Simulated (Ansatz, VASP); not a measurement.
One calculation of S, two programs

INCAR

```
SYSTEM = S
  ALGO = Normal
  EDIFF = 1E-7
  ENCUT = 520
  GGA = PE
  ISIF = 2
  ISMEAR = 0
  IVDW = 12
  KPAR = 4
  LASPH = .TRUE.
  LCHARG = .TRUE.
  LREAL = .FALSE.
  LVHAR = .TRUE.
  LWAVE = .FALSE.
  NBANDS = 34
  NELM = 60
  PREC = Accurate
  SIGMA = 0.15
```

Contents of KPOINTS:

```
k-points
0
G
  9 16 5
  0 0 0
```

POSCAR

```
S
1.0
    0.0000000000     -5.4762743414      0.0000000000
    0.0000000000      0.0000000000     -2.9602546931
   10.9525486828     -2.1905097366      1.1841018772
S
8
Direct
    0.0471989577      0.5754668404      0.1886671009
   -0.1528010423      0.7754668404      0.6886671009
    0.5528010423      0.8245331596      0.8113328991
    0.7528010423      0.6245331596      0.3113328991
    0.0018673615      0.3754668404      0.9386671009
    0.2018673615      0.1754668404      0.4386671009
    0.5981326385      0.0245331596      0.0613328991
    0.3981326385      0.2245331596      0.5613328991
```

Input for Ansatz:

```yaml
crystal:
  lattice:
    - [0.0, -5.4762743414, 0.0]
    - [0.0, 0.0, -2.9602546931]
    - [10.9525486828, -2.1905097366, 1.1841018772]
  atoms:
    - { symbol: S, position: [0.0471989577, 0.5754668404, 0.1886671009] }
    - { symbol: S, position: [-0.1528010423, 0.7754668404, 0.6886671009] }
    - { symbol: S, position: [0.5528010423, 0.8245331596, 0.8113328991] }
    - { symbol: S, position: [0.7528010423, 0.6245331596, 0.3113328991] }
    - { symbol: S, position: [0.0018673615, 0.3754668404, 0.9386671009] }
    - { symbol: S, position: [0.2018673615, 0.1754668404, 0.4386671009] }
    - { symbol: S, position: [0.5981326385, 0.0245331596, 0.0613328991] }
    - { symbol: S, position: [0.3981326385, 0.2245331596, 0.5613328991] }
basis:
  ecutwfc: 420
kpoints:
  mp_grid: { grid: [9, 16, 5] }
hamiltonian:
  xc: pbe
  dispersion: d3bj
scf:
  occupations: { method: gaussian, width: 0.15 }
output:
  forces: true
  stress: true
  eigenvalues: true
```

Alike in both runs: task single point; functional PBE; dispersion D3(BJ); k mesh 9 × 16 × 5; occupations gaussian, width 0.15 eV; no spin polarisation.

```csv
,VASP,Ansatz
version,VASP 6.6.1,Ansatz 0.2.0
potentials or method,"VASP PAW PBE potentials, release 64 (S), cutoff 520 eV","scalar-relativistic, plane waves, PAW"
valence electrons in the cell,48,48
```

```csv
,VASP,Ansatz,Ansatz less VASP
gap on the k mesh at the Fermi level (eV),none,none,-
pressure (GPa),-3.4,-2.9,+0.47
"traceless stress, the component that is largest in VASP (GPa)",-3.18,-2.96,+0.214
rms of the force components (eV/Å),0.621,0.605,-0.0161
```

Atom by atom the forces differ by 0.121 eV/Å (rms over components). A gap of «none» marks a metal or a gap that the smearing closes.
